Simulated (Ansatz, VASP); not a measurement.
Two plane-wave programs on Cu

```
Cu
1.0
    -1.55420    1.55420    1.18587
     1.55420   -1.55420    1.18587
     1.55420    1.55420   -1.18587
Cu
1
Direct
  0.00000 0.00000 0.00000
```

Alike in both runs: task single point; functional PBEsol; k mesh 26 × 26 × 26; occupations gaussian, width 0.15 eV; no spin polarisation.

|  | VASP | Ansatz |
| --- | --- | --- |
| version | VASP 6.6.1 | Ansatz 0.2.0 |
| potentials or method | VASP PAW PBE potentials, release 64 (Cu), cutoff 520 eV | scalar-relativistic, plane waves, PAW |
| valence electrons in the cell | 11 | 19 |

Ansatz gave:

| Property | Result |
| --- | --- |
| gap on the k mesh at the Fermi level (eV) | none |
| pressure (GPa) | 2.8 |
| traceless stress, the component that is largest in VASP (GPa) | 14.15 |

Q: Estimate VASP's values.

A: gap on the k mesh at the Fermi level (eV): none; pressure (GPa): 4.2; traceless stress, the component that is largest in VASP (GPa): 14.18.

VASP's potentials were made for PBE, not for PBEsol. A gap of «none» marks a metal or a gap that the smearing closes. With one functional, cell and mesh, what is left measures potentials, basis and numerics. VASP's potentials hold 11 valence electrons a cell and Ansatz's 19, so a difference there can come from the potentials and not from the codes.
